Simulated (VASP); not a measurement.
Set up this calculation in VASP 6.6.1, as the native input.

```yaml
Task: single point
Functional: PBE
Potentials_or_basis: VASP PAW PBE potentials, release 64 (Na_pv, S, F)
Cutoff: 520 eV
k_mesh: 3 × 3 × 3
Occupations: gaussian, width 0.1 eV
Spin: no spin polarisation
Dipole_correction: no
Further_INCAR_settings: ALGO = Normal; EDIFF = 1e-06; NBANDS = 45
```

The structure of Na3SF lies in POSCAR:

```
Na3SF
1.0
    3.2126497567      1.8626928251      5.1317271905
   -3.2189073556      1.8601816714      5.1352063322
   -0.0034913209     -3.6105792256      5.0927385998
Na S F
6 2 2
Direct
    0.7974554807      0.2967199780      0.7026261073
    0.6700682220      0.8299691914      0.2451472425
    0.2068798263      0.7064954891      0.7933886702
    0.2025104169      0.7032942882      0.2974246504
    0.3299264000      0.1701271710      0.7550143996
    0.7930598802      0.2935684488      0.2064320870
    0.7561046341      0.7437867163      0.7508008936
    0.2438471476      0.2562395603      0.2492041505
    0.5001117131      0.4998851511      0.4999905980
    0.0000362791     -0.0000859943     -0.0000287993
```

The input as run:

INCAR

```
SYSTEM = Na3SF
PREC     = Accurate       ! precision mode
ENCUT    = 520            ! plane-wave cutoff, eV
EDIFF    = 1E-6           ! SCF threshold, eV
ISMEAR   = 0              ! smearing method
SIGMA    = 0.1            ! smearing width, eV
LREAL    = .False.        ! projectors in reciprocal space
LASPH    = .True.         ! aspherical terms in the spheres
NELM     = 60             ! most SCF steps
ALGO     = Normal         ! electronic algorithm
ISIF     = 2              ! what is computed and relaxed
LWAVE    = .False.        ! write WAVECAR
LCHARG   = .True.         ! write CHGCAR
GGA      = PE             ! functional
LELF     = .True.         ! ELF
LVHAR    = .True.       
NBANDS   = 45             ! bands
```

KPOINTS

```
regular mesh
0
Gamma
  3 3 3
  0 0 0
```

Potentials or basis: VASP PAW PBE potentials, release 64 (Na_pv, S, F).

Command:

```bash
$ cat potpaw_PBE.64/Na_pv/POTCAR potpaw_PBE.64/S/POTCAR potpaw_PBE.64/F/POTCAR > POTCAR
$ mpirun -np 1 vasp_std > vasp.out
```

Results of the run:

- Pressure: 0.0 GPa
- Largest force: 0.009 eV/Å
- Band gap on the k mesh: 2.37 eV, indirect (least direct gap 2.48 eV)

Wall time 3.6 min on 1 thread of Oxide Virtual Turin-like Processor (shared host), peak memory 0.32 GiB.
